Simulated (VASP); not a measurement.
Input of a VASP 6.6.1 run:

The input INCAR:

```
SYSTEM = ZnSe
PREC = Accurate
ENCUT = 520
EDIFF = 1E-6
ISMEAR = -1
SIGMA = 0.05
LREAL = .FALSE.
LASPH = .TRUE.
NELM = 100
ALGO = Normal
ISIF = 2
LWAVE = .FALSE.
LCHARG = .FALSE.
GGA = PE
NBANDS = 26
```

KPOINTS

```
Automatic mesh
0
G
  7 7 5
  0 0 0
```

The input POSCAR:

```
ZnSe
1.0
    4.0238478179      0.0000000000      0.0000000000
    0.0000000000      4.0238478179      0.0000000000
    0.0000000000      0.0000000000      5.9464305350
Se Zn
2 2
Direct
    0.5000000000      0.0000000000      0.7537200000
    0.0000000000      0.5000000000      0.2462800000
    0.5000000000      0.5000000000      0.0000000000
    0.0000000000      0.0000000000      0.0000000000
```

Potentials or basis: VASP PAW PBE potentials, release 64 (Se, Zn).

Launch:

```sh
$ cat potpaw_PBE.64/Se/POTCAR potpaw_PBE.64/Zn/POTCAR > POTCAR
$ mpirun -np 1 vasp_std > vasp.out
```

Problem. What does it give for the band gap on the k mesh?

Solution. 2.03 eV.

Problem. Estimate the pressure.

Solution. 3.6 GPa.

Problem. Predict the largest force.

Solution. 0.604 eV/Å.

Stress tensor (GPa, compression positive):
```
3.76 0.00 0.00
0.00 3.76 0.00
0.00 0.00 3.42
```

Caveat: the cell stands under pressure; an odd mesh through Γ misses points on the zone boundary, where band edges can lie.
